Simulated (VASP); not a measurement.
# Mg (P6_3/mmc) in VASP: notebook, part 2 of 2

VASP 6.6.1.

## Step 4: Single point, LDA

Input file INCAR:

```
  ALGO = Normal
  EDIFF = 1E-7
  ENCUT = 520
  GGA = CA
  ISIF = 2
  ISMEAR = -1
  LASPH = True
  LCHARG = True
  LELF = True
  LREAL = False
  LVHAR = True
  LWAVE = False
  NBANDS = 9
  NELM = 80
  PREC = Accurate
  SIGMA = 0.1
```

Input file KPOINTS:

```
k-points
0
Gamma
  17 17 9
```

Input file POSCAR:

```
Mg
1.0
    3.1325008903      0.0000000000      0.0000000000
   -1.5662504451      2.7128253484      0.0000000000
    0.0000000000      0.0000000000      5.0848940941
Mg
2
Direct
    0.3333333333      0.6666666667      0.2500000000
    0.6666666667      0.3333333333      0.7500000000
```

Potentials or basis: VASP PAW LDA potentials, release 64 (Mg).

Started as:

```sh
$ cat potpaw_LDA.64/Mg/POTCAR > POTCAR
$ mpirun -np 1 vasp_std > vasp.out
```

OUTCAR:

```text
EDIFF = 1E-7
   ENCUT = 520
   GGA = CA
   ISIF = 2
   ISMEAR = -1
   LASPH = True
   LREAL = False
   NELM = 80
   PREC = Accurate

 ion  position               nearest neighbor table
   1  0.333  0.667  0.250-   2 3.12   2 3.12   2 3.12   2 3.12   2 3.12   2 3.12
   2  0.667  0.333  0.750-   1 3.12   1 3.12   1 3.12   1 3.12   1 3.12   1 3.12

  LATTYP: Found a hexagonal cell.
 ALAT       =     3.1325008903
 C/A-ratio  =     1.6232698001

  Lattice vectors:

 A1 = (   3.1325008903,   0.0000000000,   0.0000000000)
 A2 = (  -1.5662504451,   2.7128253484,   0.0000000000)
 A3 = (   0.0000000000,   0.0000000000,   5.0848940941)

Analysis of symmetry for initial positions (statically):
=====================================================================
 Subroutine PRICEL returns:
 Original cell was already a primitive cell.

 Routine SETGRP: Setting up the symmetry group for a
 hexagonal supercell.

 Subroutine GETGRP returns: Found 24 space group operations
 (whereof 12 operations were pure point group operations)
 out of a pool of 24 trial point group operations.

The static configuration has the point symmetry D_3d.
 The point group associated with its full space group is D_6h.
[... 162 lines left out ...]
 E-fermi :   2.8169     XC(G=0):  -8.8772

 val. band max:        2.7875454059   @ k =   0.0588   0.0588   0.1111
 cond. band min:       2.8406098793   @ k =   0.2353   0.1176   0.0000
 fundamental gap:      0.0530644734
 Fermi energy:         2.8169335603

 k-point     1 :       0.0000    0.0000    0.0000
  band No.  band energies     occupation
      1      -4.3925      2.00000
      2       1.0415      2.00000
      3       1.5198      2.00000
      4      14.0386      0.00000
      5      14.0386      0.00000
      6      14.2062      0.00000
      7      14.2062      0.00000
      8      14.9615      0.00000
      9      16.7330      0.00000
[... 265 lines left out ...]
 k-point    24 :       0.1765    0.1765    0.0000
  band No.  band energies     occupation
      1      -2.4990      2.00000
      2       2.7762      1.20068
      3       3.2609      0.02333
      4       6.5032      0.00000
      5       7.0171      0.00000
      6      11.2729      0.00000
      7      11.9838      0.00000
      8      12.0667      0.00000
      9      12.9905      0.00000

 [... further k-points ...]
[... 5 lines left out ...]
  --------------------------------------------------------------------------------------
  -------------------------------------------------------------------------------------
  Total       -0.0944497     -0.0944497     -0.0252397     -0.0000000      0.0000000      0.0000000
  in kB       -3.5020007     -3.5020007     -0.9358348     -0.0000000      0.0000000      0.0000000
  external PRESSURE =      -2.6466121 kB  Pullay stress =       0.0000000 kB

 VOLUME and BASIS-vectors are now :
 -----------------------------------------------------------------------------
  energy-cutoff  :      520.00
  volume of cell :       43.21
      direct lattice vectors                 reciprocal lattice vectors
     3.132500890  0.000000000  0.000000000     0.319233748  0.184309690  0.000000000
    -1.566250445  2.712825348  0.000000000     0.000000000  0.368619381  0.000000000
     0.000000000  0.000000000  5.084894094     0.000000000  0.000000000  0.196660930

 POSITION                                       TOTAL-FORCE (eV/Angst)
 -----------------------------------------------------------------------------------
     -0.00000      1.80855      1.27122        -0.000000      0.000000      0.000000
      1.56625      0.90428      3.81367         0.000000     -0.000000      0.000000
 -----------------------------------------------------------------------------------
    total drift:                               -0.000000      0.000000     -0.000000

  FREE ENERGIE OF THE ION-ELECTRON SYSTEM (eV)
  ---------------------------------------------------
  free  energy   TOTEN  =        -3.6342642278 eV

  energy  without entropy=       -3.6090397074  energy(sigma->0) =       -3.62165197
```

Run time: 26 s. Hardware: 1 thread of Intel Xeon Platinum 8375C at 2.90GHz (Ice Lake), shared host; peak memory 0.18 GiB.

Results:

| Property | Result |
| --- | --- |
| Free energy | -3.6343 eV |
| Pressure | -0.3 GPa |
| Band gap on the k mesh | zero (band 2 reaches 3.94 eV, above the bottom of band 3 at 1.52 eV) |

## Step 5: Single point, LDA

Input file INCAR:

```
PREC = Accurate
ENCUT = 520
EDIFF = 1E-7
ISMEAR = -1
SIGMA = 0.1
LREAL = F
LASPH = T
NELM = 100
ALGO = Normal
ISIF = 2
LWAVE = F
LCHARG = T
LELF = T
LVHAR = T
NBANDS = 9
```

Input file KPOINTS:

```
regular mesh
0
Gamma
  19 19 10
```

POSCAR is that of step 4.

Started as:

```sh
$ cat potpaw_LDA.64/Mg/POTCAR > POTCAR
$ mpirun -np 1 vasp_std > vasp.out
```

Wall time 37 s (1 thread of Intel Xeon Platinum 8375C at 2.90GHz (Ice Lake), shared host); peak memory 0.21 GiB.

Results (log left out):

| Item | Value |
| --- | --- |
| Free energy | -3.6320 eV |
| Pressure | -0.3 GPa |
| Band gap on the k mesh | zero (band 2 reaches 3.76 eV, above the bottom of band 3 at 1.52 eV) |

Levels at points of the mesh, in eV from the Fermi level:
```csv
k point,band 1,band 2,band 3,band 4,band 5,band 6
"(0.00, 0.00, 0.00)",-7.18,-1.75,-1.27,11.25,11.25,11.41
"(0.00, 0.00, 0.50)",-5.74,-5.74,5.20,5.20,12.00,12.00
```

## Step 6: Overview

| k mesh | smearing | gap on the mesh (eV) | pressure (GPa) |
| --- | --- | --- | --- |
| 12 × 12 × 6 | methfessel-paxton 0.6 eV | none | -0.3 |
| 12 × 12 × 6 | methfessel-paxton 1 eV | none | -0.3 |
| 17 × 17 × 9 | fermi-dirac 0.1 eV | none | -0.3 |
| 19 × 19 × 10 | fermi-dirac 0.1 eV | none | -0.3 |

Alike in all rows: task single point; level LDA; potentials or basis VASP PAW LDA potentials, release 64 (Mg); no spin polarisation; cell as given; cutoff (eV) 520.

Every run on the cell as given and a fine mesh finds a metal.

Total energies depend on the potentials used, so only differences within one code and one set of settings carry meaning.
